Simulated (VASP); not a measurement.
# KBr (R-3m) in VASP: further runs

Runs on KBr. Level: PBE. Tasks: single point.

Program: VASP 6.6.1. These are calculated values, not measurements. Logs are shortened: lines on timing, memory, paths and dates and some standing lists are left out, and cuts for length are marked.

### 1 The cell of the first run

It takes space group R-3m (No. 166, trigonal). Conventional cell: a = 7.205 Å, b = 7.205 Å, c = 4.412 Å, α = 90.00°, β = 90.00°, γ = 120.00°. K (site symmetry -3m) has 2 Br at 2.21 Å within 2.9 Å. Br (site symmetry -3m) has 2 K at 2.21 Å within 2.9 Å.

### 2 Single point, PBE

Input file INCAR:

```
SYSTEM = KBr
  PREC = Accurate
  ENCUT = 520
  EDIFF = 1E-6
  ISMEAR = 0
  SIGMA = 0.05
  LREAL = .FALSE.
  LASPH = .TRUE.
  NELM = 100
  ALGO = Normal
  ISIF = 2
  LWAVE = .FALSE.
  LCHARG = .TRUE.
  GGA = PE
  LELF = .TRUE.
  LVHAR = .TRUE.
  NBANDS = 15
```

Input file KPOINTS:

```
Automatic mesh
0
G
  6 6 6
  0 0 0
```

Input file POSCAR:

```
KBr
1.0
    4.2454079211     -0.8490815842     -0.8490815842
   -0.8490815842      4.2454079211     -0.8490815842
   -0.8490815842     -0.8490815842      4.2454079211
K Br
1 1
Direct
    0.0000000000      0.0000000000      0.0000000000
    0.5000000000      0.5000000000      0.5000000000
```

Potentials or basis: VASP PAW PBE potentials, release 64 (K_sv, Br).

Started as:

```sh
$ cat potpaw_PBE.64/K_sv/POTCAR potpaw_PBE.64/Br/POTCAR > POTCAR
$ mpirun -np 1 vasp_std > vasp.out
```

OUTCAR:

```text
SYSTEM = KBr
   PREC = Accurate
   ENCUT = 520
   EDIFF = 1E-6
   ISMEAR = 0
   LREAL = .FALSE.
   LASPH = .TRUE.
   NELM = 100
   ISIF = 2
   GGA = PE

 ion  position               nearest neighbor table
   1  0.000  0.000  0.000-   2 2.21   2 2.21
   2  0.500  0.500  0.500-   1 2.21   1 2.21

  LATTYP: Found a body centered cubic cell.
 ALAT       =     5.0944895053

  Lattice vectors:

 A1 = (   4.2454079211,  -0.8490815842,  -0.8490815842)
 A2 = (  -0.8490815842,   4.2454079211,  -0.8490815842)
 A3 = (  -0.8490815842,  -0.8490815842,   4.2454079211)

Analysis of symmetry for initial positions (statically):
=====================================================================
 Subroutine PRICEL returns:
 Original cell was already a primitive cell.

 Routine SETGRP: Setting up the symmetry group for a
 body centered cubic supercell.

 Subroutine GETGRP returns: Found 12 space group operations
 (whereof 12 operations were pure point group operations)
 out of a pool of 48 trial point group operations.

The static configuration has the point symmetry D_3d.

Analysis of symmetry for dynamics (positions and initial velocities):
=====================================================================
 Subroutine PRICEL returns:
 Original cell was already a primitive cell.

 Routine SETGRP: Setting up the symmetry group for a
 body centered cubic supercell.

 Subroutine GETGRP returns: Found 12 space group operations
 (whereof 12 operations were pure point group operations)
 out of a pool of 48 trial point group operations.

The dynamic configuration has the point symmetry D_3d.

 Subroutine INISYM returns: Found 12 space group operations
 (whereof 12 operations are pure point group operations),
 and found     1 'primitive' translations

----------------------------------------------------------------------------------------

                                     Primitive cell

  volume of cell :      66.1107

  direct lattice vectors                    reciprocal lattice vectors
     4.245407921 -0.849081584 -0.849081584     0.261720695  0.065430174  0.065430174
    -0.849081584  4.245407921 -0.849081584     0.065430174  0.261720695  0.065430174
    -0.849081584 -0.849081584  4.245407921     0.065430174  0.065430174  0.261720695

  length of vectors
     4.411957331  4.411957331  4.411957331     0.277596717  0.277596717  0.277596717

  position of ions in fractional coordinates (direct lattice)
     0.000000000  0.000000000  0.000000000
     0.500000000  0.500000000  0.500000000

[... 82 lines left out ...]
   ISIF   =      2    stress and relaxation
   ISYM   =      2    0-nonsym 1-usesym 2-fastsym
   POTIM  = 0.5000    time-step for ionic-motion
   TEBEG  =    0.0;   TEEND  =   0.0 temperature during run
   PSTRESS=    0.0 pullay stress
   NELECT =      16.0000    total number of electrons
   NUPDOWN=      -1.0000    fix difference up-down
   EMIN   =  10.00;   EMAX   =-10.00  energy-range for DOS
   EFERMI =   0.00;   METHOD = LEGACY
   ISMEAR =     0;   SIGMA  =   0.05  broadening in eV -4-tet -1-fermi 0-gaus
   EFERMI_NEDOS =   21; number of points for ismear=-14 and -15
   IALGO  =     38    algorithm
   IMIX   =      4    mixing-type and parameters
     AMIX     =   0.40;   BMIX     =  1.00
     AMIX_MAG =   1.60;   BMIX_MAG =  1.00
  volume/ion in A,a.u.               =      33.06       223.07
  Fermi-wavevector in a.u.,A,eV,Ry     =   1.020213  1.927923 14.161412  1.040834
  Thomas-Fermi vector in A             =   2.153770
   LORBIT       =      0    0 simple, 1 ext, 2 COOP (PROOUT), +10 PAW based schemes
   GGA     = PE    functional components
   LHFCALC =     F    Hartree Fock is set to
   AEXX    =    0.0000 exact exchange contribution
   IVDW    =     0    specifies the selected vdW correction
   LEPSILON=     F    determine dielectric tensor
   LRPA    =     F    only Hartree local field effects (RPA)
 non-spin polarized calculation
 Gauss-broadening in eV      SIGMA  =   0.05
  energy-cutoff  :      520.00
  volume of cell :       66.11
 maximum number of plane-waves:      1830
 NGX is ok and might be reduce to    36

 number of electron      15.9999999 magnetization

 Free energy of the ion-electron system (eV)
  ---------------------------------------------------
  ext. energy  EPLUGINS =         0.00000000
  ---------------------------------------------------
  free energy    TOTEN  =        -0.28571033 eV

  energy without entropy =       -0.28523770  energy(sigma->0) =       -0.28547401

 E-fermi :   2.2329     XC(G=0):  -7.3353

 val. band max:        2.2262770837   @ k =   0.0000   0.0000   0.0000
 cond. band min:       2.5563489480   @ k =   0.1667  -0.0000  -0.0000
 fundamental gap:      0.3300718643
 Fermi energy:         2.2329248679

 k-point     1 :       0.0000    0.0000    0.0000
  band No.  band energies     occupation
      1     -28.6379      2.00000
      2     -13.8085      2.00000
      3     -13.7611      2.00000
      4     -12.0597      2.00000
      5     -12.0597      2.00000
      6      -1.3175      2.00000
      7      -1.3175      2.00000
      8       2.0837      1.99998
      9       2.2263      1.14915
     10       5.9035      0.00000
     11       5.9035      0.00000
     12       7.0046      0.00000
     13       7.0046      0.00000
     14      11.1189      0.00000
[... 401 lines left out ...]
      2     -15.1455      2.00000
      3     -12.1786      2.00000
      4     -12.0948      2.00000
      5     -11.9830      2.00000
      6      -2.3857      2.00000
      7      -1.8630      2.00000
      8       0.9607      2.00000
      9       4.4585      0.00000
     10       6.4438      0.00000
     11       6.5711      0.00000
     12       8.0276      0.00000
     13       9.2049      0.00000
     14       9.7499      0.00000
     15      10.6613      0.00000

 [... further k-points ...]
[... 5 lines left out ...]
  --------------------------------------------------------------------------------------
  -------------------------------------------------------------------------------------
  Total       15.4029992     15.4029992     15.4029992     15.6419819     15.6419819     15.6419819
  in kB      373.2878502    373.2878502    373.2878502    379.0795371    379.0795371    379.0795371
  external PRESSURE =     373.2878502 kB  Pullay stress =       0.0000000 kB

 VOLUME and BASIS-vectors are now :
 -----------------------------------------------------------------------------
  energy-cutoff  :      520.00
  volume of cell :       66.11
      direct lattice vectors                 reciprocal lattice vectors
     4.245407921 -0.849081584 -0.849081584     0.261720695  0.065430174  0.065430174
    -0.849081584  4.245407921 -0.849081584     0.065430174  0.261720695  0.065430174
    -0.849081584 -0.849081584  4.245407921     0.065430174  0.065430174  0.261720695

 POSITION                                       TOTAL-FORCE (eV/Angst)
 -----------------------------------------------------------------------------------
      0.00000      0.00000      0.00000         0.000000     -0.000000     -0.000000
      1.27362      1.27362      1.27362        -0.000000      0.000000      0.000000
 -----------------------------------------------------------------------------------
    total drift:                               -0.000000      0.000000      0.000000

  FREE ENERGIE OF THE ION-ELECTRON SYSTEM (eV)
  ---------------------------------------------------
  free  energy   TOTEN  =        -0.2857103258 eV

  energy  without entropy=       -0.2852377041  energy(sigma->0) =       -0.28547401
```

It took 24 s on 1 thread of Intel Xeon Platinum 8488C (Sapphire Rapids), shared host; peak memory 0.21 GiB.

What came out:

| Property | Result |
| --- | --- |
| Free energy | -0.2857 eV |
| Pressure | 37.3 GPa |

### 3 Single point, PBE

This run uses another cell than the first one, of the same volume but with other edges.

Input file INCAR:

```
PREC     = Accurate       # precision mode
ENCUT    = 520            # plane-wave cutoff, eV
EDIFF    = 1E-6           # SCF threshold, eV
ISMEAR   = 0              # smearing method
SIGMA    = 0.05           # smearing width, eV
LREAL    = False          # projectors in reciprocal space
LASPH    = True           # aspherical terms in the spheres
NELM     = 80             # most SCF steps
ALGO     = Normal         # electronic algorithm
ISIF     = 2              # what is computed and relaxed
LWAVE    = False          # write WAVECAR
LCHARG   = True           # write CHGCAR
GGA      = PE             # functional
LELF     = True           # ELF
LVHAR    = True         
NBANDS   = 15             # bands
```

Input file KPOINTS:

```
regular mesh
0
Gamma
  6 6 6
```

Input file POSCAR:

```
KBr
1.0
    4.0943590659     -0.4381417451     -0.4381417451
   -0.4381417451      4.0943590659     -0.4381417451
   -0.4381417451     -0.4381417451      4.0943590659
K Br
1 1
Direct
    0.0000000000      0.0000000000      0.0000000000
    0.5000000000      0.5000000000      0.5000000000
```

Potentials or basis: VASP PAW PBE potentials, release 64 (K_sv, Br).

Started as:

```sh
$ cat potpaw_PBE.64/K_sv/POTCAR potpaw_PBE.64/Br/POTCAR > POTCAR
$ mpirun -np 1 vasp_std > vasp.out
```

It took 14 s on 1 thread of Intel Xeon Platinum 8488C (Sapphire Rapids), shared host; peak memory 0.19 GiB.

Results (log left out):

```
Free energy            : -5.5842 eV
Pressure               : 5.1 GPa
Band gap on the k mesh : 3.85 eV, indirect (least direct gap 3.93 eV)
```

Stress tensor (GPa, compression positive):
```
5.12 5.60 5.60
5.60 5.12 5.60
5.60 5.60 5.12
```

Levels at points of the mesh, in eV from the valence-band top:
```
           k point  band 4  band 5  band 6  band 7  band 8  band 9  band 10  band 11  band 12  band 13
(0.00, 0.00, 0.00)  -11.70  -11.70   -0.16   -0.16   -0.08    3.85     6.29     6.29     9.22     9.22
(0.50, 0.00, 0.00)  -11.69  -10.97   -1.83   -0.70   -0.16    6.36     7.22     7.91     8.76     9.35
(0.50, 0.50, 0.00)  -11.86  -11.71   -1.42   -0.77    0.00    5.50     6.47     8.27     9.32     9.51
(0.50, 0.50, 0.50)  -11.82  -11.05   -1.39   -1.39   -1.39    6.88     6.88     9.03     9.03    10.86
```

### 4 Single point, PBE

This run uses another cell than the first one, of the same volume but with other edges.

Input file INCAR:

```
PREC = Accurate
ENCUT = 520
EDIFF = 1E-6
ISMEAR = 0
SIGMA = 0.05
LREAL = F
LASPH = T
NELM = 100
ALGO = Normal
ISIF = 2
LWAVE = F
LCHARG = T
GGA = PE
LELF = T
LVHAR = T
NBANDS = 15
```

Input file KPOINTS:

```
Automatic mesh
0
Gamma
  6 6 6
```

Input file POSCAR:

```
KBr
1.0
    4.1548850835     -0.6392130898     -0.6392130898
   -0.6392130898      4.1548850835     -0.6392130898
   -0.6392130898     -0.6392130898      4.1548850835
K Br
1 1
Direct
    0.0000000000      0.0000000000      0.0000000000
    0.5000000000      0.5000000000      0.5000000000
```

Started as:

```sh
$ cat potpaw_PBE.64/K_sv/POTCAR potpaw_PBE.64/Br/POTCAR > POTCAR
$ mpirun -np 1 vasp_std > vasp.out
```

Run time: 12 s. Hardware: 1 thread of Intel Xeon Platinum 8488C (Sapphire Rapids), shared host; peak memory 0.18 GiB.

The run converged. Its results:

```
Free energy            : -4.1805 eV
Pressure               : 15.3 GPa
Band gap on the k mesh : 2.72 eV, direct
```

Stress tensor (GPa, compression positive):
```
15.35 15.91 15.91
15.91 15.35 15.91
15.91 15.91 15.35
```

Levels at points of the mesh, in eV from the valence-band top:
```csv
k point,band 5,band 6,band 7,band 8,band 9,band 10,band 11,band 12
"(0.00, 0.00, 0.00)",-12.22,-1.09,-1.09,0.00,2.72,5.77,5.77,7.83
"(0.50, 0.00, 0.00)",-10.77,-2.63,-1.84,-1.30,5.42,5.99,7.30,7.76
"(0.50, 0.50, 0.00)",-12.25,-2.24,-1.35,-0.15,4.55,5.82,7.39,8.20
"(0.50, 0.50, 0.50)",-10.79,-2.33,-2.33,-2.30,6.02,6.02,8.16,8.16
```

 A k mesh can miss the band edges.

### 5 The runs side by side

```csv
cell,gap on the mesh (eV),pressure (GPa)
"a = 4.412 Å, angles 109.5°, 2 atoms",-,37.3
"a = 4.141 Å, angles 101.4°, 2 atoms",3.85,5.1
"a = 4.252 Å, angles 105.7°, 2 atoms",2.72,15.3
```

Alike in all rows: task single point; level PBE; potentials or basis VASP PAW PBE potentials, release 64 (K_sv, Br); no spin polarisation; k mesh 6 × 6 × 6; cutoff (eV) 520; smearing gaussian 0.05 eV.

Absolute energies hang on the potentials; compare differences alone.
